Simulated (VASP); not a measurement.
The system is GdO.

```xyz
4
Lattice="0.0000 2.7000 2.7000 5.4000 2.7000 2.7000 5.4000 5.4000 0.0000" Properties=species:S:1:pos:R:3 pbc="T T T"
Gd    0.0000    0.0000    0.0000
Gd    2.7000    2.7000    0.0000
O     1.3500    1.3500    1.3500
O     4.0500    4.0500    1.3500
```

Base run:

- Program: VASP 6.6.1
- Functional: PBE
- Potentials or basis: VASP PAW PBE potentials, release 64 (Gd, O)
- Cutoff: 520 eV
- k mesh: 6 × 6 × 6
- Occupations: gaussian, width 0.05 eV
- Spin: collinear spin, ferrimagnetic start
- Starting moments: [7.73, -7.4, 0.07, 0.07] μB
- Hubbard terms: Gd f U = 7.0 eV, J = 0.7 eV

Its results: pressure -0.1 GPa; net moment 1.81 μB per cell; site moments Gd +7.08, -6.63; O +0.05 μB.

Problem. The run is repeated on the same cell with these changes: spin from collinear spin, ferrimagnetic start to collinear spin, antiferromagnetic start; moments at the start from [7.73, -7.4, 0.07, 0.07] to [7.0, -7.0, 0.0, 0.0]. What comes out?

Solution. Pressure -0.5 GPa; net moment 0.00 μB per cell; site moments Gd +6.88, -6.88; O +0.00 μB.
